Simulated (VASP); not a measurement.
# F (C2/c) in VASP: single point with r2SCAN

Aim: the single point of F with r2SCAN.

Everything below comes from runs of VASP 6.6.1. Logs are shortened: lines on timing, memory, paths and dates and some standing lists are left out, and cuts for length are marked.

## (1) The cell of the first run

It takes space group C2/c (No. 15, monoclinic). The conventional cell has a = 5.113 Å, b = 3.428 Å, c = 6.433 Å, α = 90.00°, β = 90.42°, γ = 90.00°. F (site symmetry 1) has 1 F at 1.39 Å within 1.9 Å.

## (2) Single point, r2SCAN (uniaxial strain along c: -2.0 %)

POSCAR reads:

```
F
1.0
    5.1133203235      0.0000000000      0.0009483070
    0.0000000000      3.4281575232      0.0000000000
   -0.0479615484      0.0000000000      6.4327640496
F
8
Direct
    0.7505206619      0.8468162053      0.0947155596
    0.2494793381      0.8468162053      0.4052844404
    0.2494793381      0.1531837947      0.9052844404
    0.7505206619      0.1531837947      0.5947155596
    0.2505206619      0.3468162053      0.0947155596
    0.7494793381      0.3468162053      0.4052844404
    0.7494793381      0.6531837947      0.9052844404
    0.2505206619      0.6531837947      0.5947155596
```

INCAR.step1 reads:

```
SYSTEM = F
PREC     = Accurate       ! precision mode
ENCUT    = 520            ! plane-wave cutoff, eV
ISMEAR   = 0              ! smearing method
SIGMA    = 0.02           ! smearing width, eV
LREAL    = .FALSE.        ! projectors in reciprocal space
LASPH    = .TRUE.         ! aspherical terms in the spheres
NELM     = 100            ! most SCF steps
NBANDS   = 38             ! bands
GGA      = PE             ! functional
ALGO     = Normal         ! electronic algorithm
EDIFF    = 1E-4           ! SCF threshold, eV
LWAVE    = .TRUE.         ! write WAVECAR
LCHARG   = .FALSE.        ! write CHGCAR
```

INCAR.step2 reads:

```
SYSTEM = F
PREC     = Accurate       ! precision mode
ENCUT    = 520            ! plane-wave cutoff, eV
EDIFF    = 1E-6           ! SCF threshold, eV
ISMEAR   = 0              ! smearing method
SIGMA    = 0.02           ! smearing width, eV
LREAL    = .FALSE.        ! projectors in reciprocal space
LASPH    = .TRUE.         ! aspherical terms in the spheres
NELM     = 100            ! most SCF steps
ALGO     = Normal         ! electronic algorithm
ISIF     = 2              ! what is computed and relaxed
LWAVE    = .FALSE.        ! write WAVECAR
LCHARG   = .FALSE.        ! write CHGCAR
METAGGA  = R2SCAN         ! meta-GGA
LMIXTAU  = .TRUE.       
NBANDS   = 38             ! bands
ISTART   = 1
```

KPOINTS reads:

```
regular mesh
0
G
  6 8 4
  0 0 0
```

Potentials or basis: VASP PAW PBE potentials, release 64 (F).

The run is started by

```bash
$ cat potpaw_PBE.64/F/POTCAR > POTCAR
$ cp INCAR.step1 INCAR
$ mpirun -np 1 vasp_std > vasp.out
$ cp INCAR.step2 INCAR
$ mpirun -np 1 vasp_std > vasp.out
```

OUTCAR:

```text
SYSTEM = F
   PREC = Accurate
   ENCUT = 520
   EDIFF = 1E-6
   ISMEAR = 0
   LREAL = .FALSE.
   LASPH = .TRUE.
   NELM = 100
   ISIF = 2
   METAGGA = R2SCAN
   ISTART = 1

 ion  position               nearest neighbor table
   1  0.751  0.847  0.095-   7 1.39
   2  0.249  0.847  0.405-   8 1.39
   3  0.249  0.153  0.905-   5 1.39
   4  0.751  0.153  0.595-   6 1.39
   5  0.251  0.347  0.095-   3 1.39
   6  0.749  0.347  0.405-   4 1.39
   7  0.749  0.653  0.905-   1 1.39
   8  0.251  0.653  0.595-   2 1.39

  LATTYP: Found a simple monoclinic cell.
 ALAT       =     5.1133204114
 B/A-ratio  =     0.6704366727
 C/A-ratio  =     1.2580754433
 COS(beta)  =    -0.0072701624

  Lattice vectors:

 A1 = (   5.1133203235,   0.0000000000,   0.0009483070)
 A2 = (   0.0000000000,   3.4281575232,   0.0000000000)
 A3 = (  -0.0479615484,   0.0000000000,   6.4327640496)

Analysis of symmetry for initial positions (statically):
=====================================================================
 Subroutine PRICEL returns following result:

  LATTYP: Found a base centered monoclinic cell.
 ALAT       =     5.1133204114
 B/A-ratio  =     0.6704366727
 C/A-ratio  =     1.2580754433
 COS(beta)  =    -0.0072701624

  Lattice vectors:

 A1 = (   2.5566601617,  -1.7140787616,   0.0004741535)
 A2 = (   2.5566601617,   1.7140787616,   0.0004741535)
 A3 = (  -0.0479615484,   0.0000000000,   6.4327640496)

   2 primitive cells build up your supercell.

 Routine SETGRP: Setting up the symmetry group for a
 simple monoclinic supercell.

 Subroutine GETGRP returns: Found  4 space group operations
 (whereof  2 operations were pure point group operations)
 out of a pool of  4 trial point group operations.

The static configuration has the point symmetry S_2 .
 The point group associated with its full space group is C_2h.

Analysis of symmetry for dynamics (positions and initial velocities):
=====================================================================
 Subroutine PRICEL returns following result:

  LATTYP: Found a base centered monoclinic cell.
 ALAT       =     5.1133204114
 B/A-ratio  =     0.6704366727
 C/A-ratio  =     1.2580754433
 COS(beta)  =    -0.0072701624

[... 114 lines left out ...]
   ISPIN  =      1    spin polarized calculation?
   LNONCOLLINEAR =      F non collinear calculations
   LSORBIT =      F    spin-orbit coupling
   LASPH  =      T    aspherical Exc in radial PAW
   ENCUT  =  520.0 eV  38.22 Ry    6.18 a.u.   9.51  6.37 11.96*2*pi/ulx,y,z
   NELM   =    100;   NELMIN=  2; NELMDL=  0     # of ELM steps
   EDIFF  = 0.1E-05   stopping-criterion for ELM
   LREAL  =      F    real-space projection
   EDIFFG = 0.1E-04   stopping-criterion for IOM
   NSW    =      0    number of steps for IOM
   IBRION =     -1    ionic relax: 0-MD 1-quasi-New 2-CG
   NFREE  =      0    steps in history (QN), initial steepest desc. (CG)
   ISIF   =      2    stress and relaxation
   ISYM   =      2    0-nonsym 1-usesym 2-fastsym
   POTIM  = 0.5000    time-step for ionic-motion
   TEBEG  =    0.0;   TEEND  =   0.0 temperature during run
   PSTRESS=    0.0 pullay stress
   NELECT =      56.0000    total number of electrons
   NUPDOWN=      -1.0000    fix difference up-down
   EMIN   =  10.00;   EMAX   =-10.00  energy-range for DOS
   EFERMI =   0.00;   METHOD = LEGACY
   ISMEAR =     0;   SIGMA  =   0.02  broadening in eV -4-tet -1-fermi 0-gaus
   EFERMI_NEDOS =   21; number of points for ismear=-14 and -15
   IALGO  =     38    algorithm
   IMIX   =      4    mixing-type and parameters
     AMIX     =   0.40;   BMIX     =  1.00
     AMIX_MAG =   1.60;   BMIX_MAG =  1.00
  volume/ion in A,a.u.               =      14.10        95.12
  Fermi-wavevector in a.u.,A,eV,Ry     =   1.296433  2.449904 22.867846  1.680739
  Thomas-Fermi vector in A             =   2.427890
   LORBIT       =      0    0 simple, 1 ext, 2 COOP (PROOUT), +10 PAW based schemes
   METAGGA = R2SCAN    functional components
   LHFCALC =     F    Hartree Fock is set to
   AEXX    =    0.0000 exact exchange contribution
   IVDW    =     0    specifies the selected vdW correction
   LEPSILON=     F    determine dielectric tensor
   LRPA    =     F    only Hartree local field effects (RPA)
 non-spin polarized calculation
 Gauss-broadening in eV      SIGMA  =   0.02
  energy-cutoff  :      520.00
  volume of cell :      112.76
 maximum number of plane-waves:      3065
 NGX is ok and might be reduce to    40
   NGX = 19   NGY = 13   NGZ = 23

 number of electron      56.0000053 magnetization

 Free energy of the ion-electron system (eV)
  ---------------------------------------------------
  ext. energy  EPLUGINS =         0.00000000
  ---------------------------------------------------
  free energy    TOTEN  =       -24.88564724 eV

  energy without entropy =      -24.88564724  energy(sigma->0) =      -24.88564724

 E-fermi :  -5.0448     XC(G=0):  -8.5179

 val. band max:       -5.2529882048   @ k =   0.5000   0.5000   0.5000
 cond. band min:      -1.1317366730   @ k =   0.0000   0.0000   0.0000
 fundamental gap:      4.1212515318
 Fermi energy:        -5.0448423283

 k-point     1 :       0.0000    0.0000    0.0000
  band No.  band energies     occupation
      1     -31.7556      2.00000
      2     -31.5944      2.00000
      3     -31.5866      2.00000
      4     -31.4670      2.00000
      5     -24.8591      2.00000
      6     -24.7225      2.00000
[... 973 lines left out ...]
     37      11.4463      0.00000
     38      11.5092      0.00000

 [... further k-points ...]
[... 5 lines left out ...]
  --------------------------------------------------------------------------------------
  -------------------------------------------------------------------------------------
  Total       -0.5271280      0.9827881      4.4585495      0.0000000      0.0000000     -0.0089531
  in kB       -7.4897044     13.9639564     63.3493523      0.0000000      0.0000000     -0.1272096
  external PRESSURE =      23.2745348 kB  Pullay stress =       0.0000000 kB

 VOLUME and BASIS-vectors are now :
 -----------------------------------------------------------------------------
  energy-cutoff  :      520.00
  volume of cell :      112.76
      direct lattice vectors                 reciprocal lattice vectors
     5.113320323  0.000000000  0.000948307     0.195567372  0.000000000  0.001458116
     0.000000000  3.428157523  0.000000000     0.000000000  0.291701882  0.000000000
    -0.047961548  0.000000000  6.432764050    -0.000028830  0.000000000  0.155453956

 POSITION                                       TOTAL-FORCE (eV/Angst)
 -----------------------------------------------------------------------------------
      3.83311      2.90302      0.60999        -0.003352      0.532708      0.965953
      1.25623      2.90302      2.60734         0.003352      0.532708     -0.965953
      1.23225      0.52514      5.82372         0.003352     -0.532708     -0.965953
      3.80913      0.52514      3.82638        -0.003352     -0.532708      0.965953
      1.27645      1.18894      0.60952        -0.003352      0.532708      0.965953
      3.81289      1.18894      2.60781         0.003352      0.532708     -0.965953
      3.78891      2.23922      5.82419         0.003352     -0.532708     -0.965953
      1.25247      2.23922      3.82590        -0.003352     -0.532708      0.965953
 -----------------------------------------------------------------------------------
    total drift:                               -0.000000     -0.000000      0.000000

  FREE ENERGIE OF THE ION-ELECTRON SYSTEM (eV)
  ---------------------------------------------------
  free  energy   TOTEN  =       -24.8856472377 eV

  energy  without entropy=      -24.8856472377  energy(sigma->0) =      -24.88564724
```

OUTCAR.step1:

```text
SYSTEM = F
   PREC = Accurate
   ENCUT = 520
   ISMEAR = 0
   LREAL = .FALSE.
   LASPH = .TRUE.
[... 1252 lines left out ...]
      3.81289      1.18894      2.60781         0.004452      0.734322     -1.359939
      3.78891      2.23922      5.82419         0.004452     -0.734322     -1.359939
      1.25247      2.23922      3.82590        -0.004452     -0.734322      1.359939
 -----------------------------------------------------------------------------------
    total drift:                               -0.000000     -0.000000      0.000000

  FREE ENERGIE OF THE ION-ELECTRON SYSTEM (eV)
  ---------------------------------------------------
  free  energy   TOTEN  =       -14.3759697540 eV

  energy  without entropy=      -14.3759697540  energy(sigma->0) =      -14.37596975
```

Wall time 7.3 min (1 thread of AMD EPYC 9R45 (Zen 5), shared host); peak memory 0.31 GiB.

Results:

| Item | Value |
| --- | --- |
| Free energy | -24.8856 eV |
| Pressure | 2.3 GPa |
| Largest force | 1.103 eV/Å |
| Band gap on the k mesh | 4.12 eV |

Forces on the atoms (eV/Å):
```
F   -0.003  0.533  0.966
F    0.003  0.533 -0.966
F    0.003 -0.533 -0.966
F   -0.003 -0.533  0.966
F   -0.003  0.533  0.966
F    0.003  0.533 -0.966
F    0.003 -0.533 -0.966
F   -0.003 -0.533  0.966
```

Levels at points of the mesh, in eV from the valence-band top:
```
           k point  band 25  band 26  band 27  band 28  band 29  band 30  band 31  band 32
(0.00, 0.00, 0.00)    -0.12    -0.05    -0.01     0.00     4.12     4.43     4.94     5.06
(0.50, 0.00, 0.00)    -0.12    -0.12    -0.03    -0.03     4.29     4.29     5.00     5.00
(0.00, 0.50, 0.00)    -0.12    -0.12    -0.05    -0.05     4.58     4.58     4.77     4.77
(0.50, 0.50, 0.00)    -0.05    -0.05    -0.05    -0.05     4.68     4.68     4.69     4.69
(0.00, 0.00, 0.50)    -0.30    -0.30    -0.01    -0.01     4.55     4.55     4.67     4.67
(0.50, 0.00, 0.50)    -0.15    -0.15    -0.14    -0.14     4.62     4.62     4.63     4.63
(0.00, 0.50, 0.50)    -0.09    -0.09    -0.09    -0.09     4.66     4.66     4.66     4.66
(0.50, 0.50, 0.50)    -0.01    -0.01     0.00     0.00     4.66     4.66     4.66     4.66
```

Caveat: the cell differs from its parent crystal (uniaxial strain along c: -2.0 %); the stress differs along the axes, from -1 to 6 GPa; the PAW data sets were made with another functional, which shifts forces and pressure a little.
